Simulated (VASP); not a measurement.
# MgO (P6_3/mmc) in VASP: a series of runs

Aim: see how the results for MgO move with the level of theory and the settings. Levels: r2SCAN, LDA. Tasks: single point.

All numbers are computed with VASP 6.6.1; they aren't measurements. Logs are shortened: lines on timing, memory, paths and dates and some standing lists are left out, and cuts for length are marked.

**1. The cell of the first run**

Symmetry: P6_3/mmc, No. 194, hexagonal system. The conventional cell has a = 3.484 Å, b = 3.484 Å, c = 4.185 Å, α = 90.00°, β = 90.00°, γ = 120.00°. Mg (site symmetry -6m2) has 5 O at 2.01 to 2.09 Å within 2.7 Å. Within 2.7 Å of O (site symmetry -6m2) lie 5 Mg at 2.01 to 2.09 Å.

**2. Single point, r2SCAN**

Contents of POSCAR:

```
MgO
1.0
    3.4840780556      0.0000000000      0.0000000000
   -1.7420390278      3.0173001049      0.0000000000
    0.0000000000      0.0000000000      4.1853174871
Mg O
2 2
Direct
    0.6666666667      0.3333333333      0.7500000000
    0.3333333333      0.6666666667      0.2500000000
    0.6666666667      0.3333333333      0.2500000000
    0.3333333333      0.6666666667      0.7500000000
```

Contents of INCAR.step1:

```
PREC = Accurate
ENCUT = 750
ISMEAR = -1
SIGMA = 0.02
LREAL = F
LASPH = T
NELM = 120
NBANDS = 24
GGA = PE
ALGO = Normal
EDIFF = 1E-5
LWAVE = T
LCHARG = F
GGA_COMPAT = F
```

Contents of INCAR.step2:

```
PREC = Accurate
ENCUT = 750
EDIFF = 1E-6
ISMEAR = -1
SIGMA = 0.02
LREAL = F
LASPH = T
NELM = 120
ALGO = Normal
ISIF = 2
LWAVE = F
LCHARG = T
METAGGA = R2SCAN
LMIXTAU = T
LELF = T
LVHAR = T
NBANDS = 24
ISTART = 1
GGA_COMPAT = F
```

Contents of KPOINTS:

```
regular mesh
0
Gamma
  12 12 6
```

Potentials or basis: VASP PAW PBE potentials, release 64 (Mg_sv, O).

Started as:

```sh
$ cat potpaw_PBE.64/Mg_sv/POTCAR potpaw_PBE.64/O/POTCAR > POTCAR
$ cp INCAR.step1 INCAR
$ mpirun -np 1 vasp_std > vasp.out
$ cp INCAR.step2 INCAR
$ mpirun -np 1 vasp_std > vasp.out
```

OUTCAR:

```text
PREC = Accurate
   ENCUT = 750
   EDIFF = 1E-6
   ISMEAR = -1
   LREAL = F
   LASPH = T
   NELM = 120
   ISIF = 2
   METAGGA = R2SCAN
   ISTART = 1

 ion  position               nearest neighbor table
   1  0.667  0.333  0.750-   4 2.01   4 2.01   4 2.01   3 2.09   3 2.09
   2  0.333  0.667  0.250-   3 2.01   3 2.01   3 2.01   4 2.09   4 2.09
   3  0.667  0.333  0.250-   2 2.01   2 2.01   2 2.01   1 2.09   1 2.09
   4  0.333  0.667  0.750-   1 2.01   1 2.01   1 2.01   2 2.09   2 2.09

  LATTYP: Found a hexagonal cell.
 ALAT       =     3.4840780556
 C/A-ratio  =     1.2012697248

  Lattice vectors:

 A1 = (   3.4840780556,   0.0000000000,   0.0000000000)
 A2 = (  -1.7420390278,   3.0173001049,   0.0000000000)
 A3 = (   0.0000000000,   0.0000000000,   4.1853174871)

Analysis of symmetry for initial positions (statically):
=====================================================================
 Subroutine PRICEL returns:
 Original cell was already a primitive cell.

 Routine SETGRP: Setting up the symmetry group for a
 hexagonal supercell.

 Subroutine GETGRP returns: Found 24 space group operations
 (whereof 12 operations were pure point group operations)
 out of a pool of 24 trial point group operations.

The static configuration has the point symmetry D_3d.
 The point group associated with its full space group is D_6h.

Analysis of symmetry for dynamics (positions and initial velocities):
=====================================================================
 Subroutine PRICEL returns:
 Original cell was already a primitive cell.

 Routine SETGRP: Setting up the symmetry group for a
 hexagonal supercell.

 Subroutine GETGRP returns: Found 24 space group operations
 (whereof 12 operations were pure point group operations)
 out of a pool of 24 trial point group operations.

The dynamic configuration has the point symmetry D_3d.
 The point group associated with its full space group is D_6h.

 Subroutine INISYM returns: Found 24 space group operations
 (whereof 12 operations are pure point group operations),
 and found     1 'primitive' translations

----------------------------------------------------------------------------------------

                                     Primitive cell

  volume of cell :      43.9982

[... 84 lines left out ...]
   ISTART =      1    job   : 0-new  1-cont  2-samecut
   ICHARG =      0    charge: 1-file 2-atom 10-const
   ISPIN  =      1    spin polarized calculation?
   LNONCOLLINEAR =      F non collinear calculations
   LSORBIT =      F    spin-orbit coupling
   LASPH  =      T    aspherical Exc in radial PAW
   ENCUT  =  750.0 eV  55.12 Ry    7.42 a.u.   7.78  7.78  9.35*2*pi/ulx,y,z
   NELM   =    120;   NELMIN=  2; NELMDL=  0     # of ELM steps
   EDIFF  = 0.1E-05   stopping-criterion for ELM
   LREAL  =      F    real-space projection
   EDIFFG = 0.1E-04   stopping-criterion for IOM
   NSW    =      0    number of steps for IOM
   IBRION =     -1    ionic relax: 0-MD 1-quasi-New 2-CG
   NFREE  =      0    steps in history (QN), initial steepest desc. (CG)
   ISIF   =      2    stress and relaxation
   ISYM   =      2    0-nonsym 1-usesym 2-fastsym
   POTIM  = 0.5000    time-step for ionic-motion
   TEBEG  =    0.0;   TEEND  =   0.0 temperature during run
   PSTRESS=    0.0 pullay stress
   NELECT =      32.0000    total number of electrons
   NUPDOWN=      -1.0000    fix difference up-down
   EMIN   =  10.00;   EMAX   =-10.00  energy-range for DOS
   EFERMI =   0.00;   METHOD = LEGACY
   ISMEAR =    -1;   SIGMA  =   0.02  broadening in eV -4-tet -1-fermi 0-gaus
   EFERMI_NEDOS =   21; number of points for ismear=-14 and -15
   IALGO  =     38    algorithm
   IMIX   =      4    mixing-type and parameters
     AMIX     =   0.40;   BMIX     =  1.00
     AMIX_MAG =   1.60;   BMIX_MAG =  1.00
  volume/ion in A,a.u.               =      11.00        74.23
  Fermi-wavevector in a.u.,A,eV,Ry     =   1.472244  2.782138 29.490674  2.167503
  Thomas-Fermi vector in A             =   2.587282
   LORBIT       =      0    0 simple, 1 ext, 2 COOP (PROOUT), +10 PAW based schemes
   METAGGA = R2SCAN    functional components
   LHFCALC =     F    Hartree Fock is set to
   AEXX    =    0.0000 exact exchange contribution
   IVDW    =     0    specifies the selected vdW correction
   LEPSILON=     F    determine dielectric tensor
   LRPA    =     F    only Hartree local field effects (RPA)
 non-spin polarized calculation
  energy-cutoff  :      750.00
  volume of cell :       44.00
 maximum number of plane-waves:      2077
 NGX is ok and might be reduce to    32
   NGX = 15   NGY = 15   NGZ = 19

 number of electron      31.9999996 magnetization

 Free energy of the ion-electron system (eV)
  ---------------------------------------------------
  ext. energy  EPLUGINS =         0.00000000
  ---------------------------------------------------
  free energy    TOTEN  =       -32.07311641 eV

  energy without entropy =      -32.07311641  energy(sigma->0) =      -32.07311641

 E-fermi :   1.9709     XC(G=0): -10.9383

 val. band max:        1.3658169270   @ k =   0.0000   0.0000   0.0000
 cond. band min:       5.4674913325   @ k =   0.0000   0.0000   0.0000
 fundamental gap:      4.1016744055
 Fermi energy:         1.9709199793

 k-point     1 :       0.0000    0.0000    0.0000
  band No.  band energies     occupation
      1     -73.5422      2.00000
      2     -73.5304      2.00000
      3     -38.6968      2.00000
      4     -38.6775      2.00000
      5     -38.6775      2.00000
      6     -38.6512      2.00000
[... 637 lines left out ...]
     23      16.6696      0.00000
     24      16.9886      0.00000

 [... further k-points ...]
[... 5 lines left out ...]
  --------------------------------------------------------------------------------------
  -------------------------------------------------------------------------------------
  Total        0.0052146      0.0052146     -0.0310858      0.0000000      0.0000000      0.0000000
  in kB        0.1898863      0.1898863     -1.1319774      0.0000000      0.0000000      0.0000000
  external PRESSURE =      -0.2507349 kB  Pullay stress =       0.0000000 kB

 VOLUME and BASIS-vectors are now :
 -----------------------------------------------------------------------------
  energy-cutoff  :      750.00
  volume of cell :       44.00
      direct lattice vectors                 reciprocal lattice vectors
     3.484078056  0.000000000  0.000000000     0.287019976  0.165711060  0.000000000
    -1.742039028  3.017300105  0.000000000     0.000000000  0.331422121  0.000000000
     0.000000000  0.000000000  4.185317487     0.000000000  0.000000000  0.238930500

 POSITION                                       TOTAL-FORCE (eV/Angst)
 -----------------------------------------------------------------------------------
      1.74204      1.00577      3.13899        -0.000000      0.000000      0.000000
     -0.00000      2.01153      1.04633         0.000000      0.000000      0.000000
      1.74204      1.00577      1.04633         0.000000      0.000000      0.000000
     -0.00000      2.01153      3.13899        -0.000000     -0.000000      0.000000
 -----------------------------------------------------------------------------------
    total drift:                               -0.000000     -0.000000     -0.000000

  FREE ENERGIE OF THE ION-ELECTRON SYSTEM (eV)
  ---------------------------------------------------
  free  energy   TOTEN  =       -32.0731164106 eV

  energy  without entropy=      -32.0731164106  energy(sigma->0) =      -32.07311641
```

OSZICAR.step1:

```text
N       E                     dE             d eps       ncg     rms          rms(c)
DAV:   1     0.405906402555E+03    0.40591E+03   -0.25332E+04  3728   0.198E+03
DAV:   2     0.816850812642E+01   -0.39774E+03   -0.38366E+03  4208   0.560E+02
DAV:   3    -0.246277319013E+02   -0.32796E+02   -0.32217E+02  6000   0.127E+02
DAV:   4    -0.275487110225E+02   -0.29210E+01   -0.29121E+01  4264   0.347E+01
DAV:   5    -0.276763304381E+02   -0.12762E+00   -0.12761E+00  4392   0.483E+00    0.129E+01
DAV:   6    -0.236615879287E+02    0.40147E+01   -0.10189E+01  4024   0.204E+01    0.428E+00
DAV:   7    -0.236282907604E+02    0.33297E-01   -0.40452E-01  4528   0.462E+00    0.252E+00
DAV:   8    -0.236075924962E+02    0.20698E-01   -0.10983E-01  3984   0.298E+00    0.472E-01
DAV:   9    -0.236048957688E+02    0.26967E-02   -0.14143E-02  5280   0.821E-01    0.156E-01
DAV:  10    -0.236059138226E+02   -0.10181E-02   -0.14554E-03  3784   0.249E-01    0.472E-02
DAV:  11    -0.236059249008E+02   -0.11078E-04   -0.60191E-05  3728   0.660E-02    0.164E-02
DAV:  12    -0.236059244976E+02    0.40315E-06   -0.87535E-06  2680   0.340E-02
   1 F= -.23605924E+02 E0= -.23605924E+02  d E =-.142700E-12
```

Wall time 5.9 min (1 thread of Intel Xeon Platinum 8488C (Sapphire Rapids), shared host); peak memory 0.27 GiB.

What came out:

```
Free energy            : -32.0731 eV
Pressure               : 0.0 GPa
Band gap on the k mesh : 4.10 eV
```

Stress tensor (GPa, compression positive):
```
 0.02  0.00  0.00
 0.00  0.02  0.00
 0.00  0.00 -0.11
```

Levels at points of the mesh, in eV from the valence-band top:
```csv
k point,band 13,band 14,band 15,band 16,band 17,band 18,band 19,band 20
"(0.00, 0.00, 0.00)",-1.76,-0.84,-0.84,0.00,4.10,10.45,13.17,13.51
"(0.50, 0.00, 0.00)",-2.36,-1.96,-1.30,-0.54,7.67,10.06,10.63,13.36
"(0.00, 0.00, 0.50)",-1.32,-1.32,-1.32,-1.32,7.15,7.15,13.89,13.89
"(0.50, 0.00, 0.50)",-1.55,-1.55,-0.83,-0.83,8.04,8.04,13.06,13.06
```

Caveat: the PAW data sets were made with another functional, which shifts forces and pressure a little.

**3. Single point, LDA**

Contents of INCAR:

```
SYSTEM = MgO
PREC = Accurate ; ENCUT = 750
EDIFF = 1E-6 ; ISMEAR = 0
SIGMA = 0.01 ; LREAL = .False.
LASPH = .True. ; NELM = 120
ALGO = Normal ; ISIF = 2
LWAVE = .False. ; LCHARG = .False.
GGA = CA ; NBANDS = 24
GGA_COMPAT = .False.
```

Contents of KPOINTS:

```
Automatic mesh
0
Gamma
  12 12 6
  0 0 0
```

POSCAR is that of step 2.

Potentials or basis: VASP PAW LDA potentials, release 64 (Mg_sv, O).

Started as:

```sh
$ cat potpaw_LDA.64/Mg_sv/POTCAR potpaw_LDA.64/O/POTCAR > POTCAR
$ mpirun -np 1 vasp_std > vasp.out
```

Run time: 74 s. Hardware: 1 thread of Intel Xeon Platinum 8259CL at 2.50GHz (Skylake/Cascade Lake), shared host; peak memory 0.23 GiB.

It converged, with:

* Free energy: -26.1439 eV
* Pressure: -4.1 GPa
* Band gap on the k mesh: 3.34 eV

Stress tensor (GPa, compression positive):
```
-3.85  0.00  0.00
 0.00 -3.85  0.00
 0.00  0.00 -4.49
```

Levels at points of the mesh, in eV from the valence-band top:
| k point | band 13 | band 14 | band 15 | band 16 | band 17 | band 18 | band 19 | band 20 |
| --- | --- | --- | --- | --- | --- | --- | --- | --- |
| (0.00, 0.00, 0.00) | -1.75 | -0.82 | -0.82 | 0.00 | 3.34 | 9.25 | 12.04 | 12.28 |
| (0.50, 0.00, 0.00) | -2.36 | -2.00 | -1.32 | -0.53 | 6.82 | 8.92 | 9.65 | 11.88 |
| (0.00, 0.00, 0.50) | -1.31 | -1.31 | -1.31 | -1.31 | 6.34 | 6.34 | 12.64 | 12.64 |
| (0.50, 0.00, 0.50) | -1.56 | -1.56 | -0.84 | -0.84 | 7.15 | 7.15 | 11.78 | 11.78 |

Caveat: the cell stands under tension. A k mesh can miss the band edges.

(Continued in part 2 of 2.)
